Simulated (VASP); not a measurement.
Here is a VASP 6.6.1 calculation.

INCAR

```
SYSTEM = TaN
ALGO = Normal
EDIFF = 1E-6
ENCUT = 1330
GGA = CA
GGA_COMPAT = .FALSE.
ISIF = 2
ISMEAR = 0
LASPH = .TRUE.
LCHARG = .FALSE.
LREAL = .FALSE.
LWAVE = .FALSE.
NBANDS = 36
NELM = 120
PREC = Accurate
SIGMA = 0.1
```

The input KPOINTS:

```
k-points
0
G
  5 5 8
  0 0 0
```

Contents of POSCAR:

```
TaN
1.0
    5.1960000000      0.0000000000      0.0000000000
   -2.5980000000      4.4998679981      0.0000000000
    0.0000000000      0.0000000000      2.9110000000
Ta N
3 3
Direct
    0.3333333333      0.6666666667      0.5000000000
    0.6666666667      0.3333333333      0.5000000000
    0.0000000000      0.0000000000      0.0000000000
    0.3928500000      0.0000000000      0.0000000000
    0.6071500000      0.6071500000      0.0000000000
    0.0000000000      0.3928500000      0.0000000000
```

Potentials or basis: VASP PAW LDA potentials, release 64 (Ta_sv_GW, N_h).

The run is started by

```sh
$ cat potpaw_LDA.64/Ta_sv_GW/POTCAR potpaw_LDA.64/N_h/POTCAR > POTCAR
$ mpirun -np 1 vasp_std > vasp.out
```

(1) What does it give for the largest force?

(2) What does it give for the pressure?

Answers

(1) 0.067 eV/Å.

(2) -8.9 GPa.

Caveat: the cell stands under tension.
